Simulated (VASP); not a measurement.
The system is BeS.

```
CELL_PARAMETERS angstrom
0.00000 2.42500 2.42500
2.42500 0.00000 2.42500
2.42500 2.42500 0.00000
ATOMIC_POSITIONS crystal
S 0.75000 0.75000 0.75000
Be 0.00000 0.00000 0.00000
```

Base run:

- Program: VASP 6.6.1
- Functional: PBE
- Potentials or basis: VASP PAW PBE potentials, release 64 (S, Be)
- Cutoff: 520 eV
- k mesh: 6 × 6 × 6
- Occupations: fermi-dirac, width 0.05 eV
- Spin: no spin polarisation

Its results: band gap on the k mesh 3.11 eV, indirect (least direct gap 5.67 eV); pressure 1.6 GPa.

Task: The run is repeated on the same cell with these changes: functional from PBE to PBE0. What comes out?

Result: Band gap on the k mesh 4.78 eV, indirect (least direct gap 7.62 eV); pressure 0.0 GPa.

PBE0 gives the wider gap, since exact exchange removes part of the self-interaction.

Caveats: the PAW data sets were made with another functional, which shifts forces and pressure a little (some runs).

A k mesh can miss the band edges.
